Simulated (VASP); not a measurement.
A run of VASP 6.6.1:

The input INCAR:

```
  ALGO = Normal
  EDIFF = 1E-6
  ENCUT = 520
  GGA = RP
  ISIF = 2
  ISMEAR = -1
  LASPH = True
  LCHARG = False
  LREAL = False
  LWAVE = False
  NBANDS = 19
  NELM = 100
  PREC = Accurate
  SIGMA = 0.1
```

KPOINTS

```
k-points
0
Gamma
  10 10 10
```

POSCAR

```
Zn
1.0
    0.0000000000      3.0639625437      3.0639625437
    3.0639625437      0.0000000000      3.0639625437
    3.0639625437      3.0639625437      0.0000000000
Zn
2
Direct
    0.1250000000      0.1250000000      0.1250000000
    0.8750000000      0.8750000000      0.8750000000
```

Potentials or basis: VASP PAW PBE potentials, release 64 (Zn).

Run with:

```sh
$ cat potpaw_PBE.64/Zn/POTCAR > POTCAR
$ mpirun -np 1 vasp_std > vasp.out
```

Hardware: 1 thread of AMD EPYC 7R13, with other jobs on the host.

Task: Estimate the wall time of this run.

Result: Run time: 51 s on 1 thread of AMD EPYC 7R13, on a shared host, peak memory 0.16 GiB. Counts: scf iterations 11, k points 47.
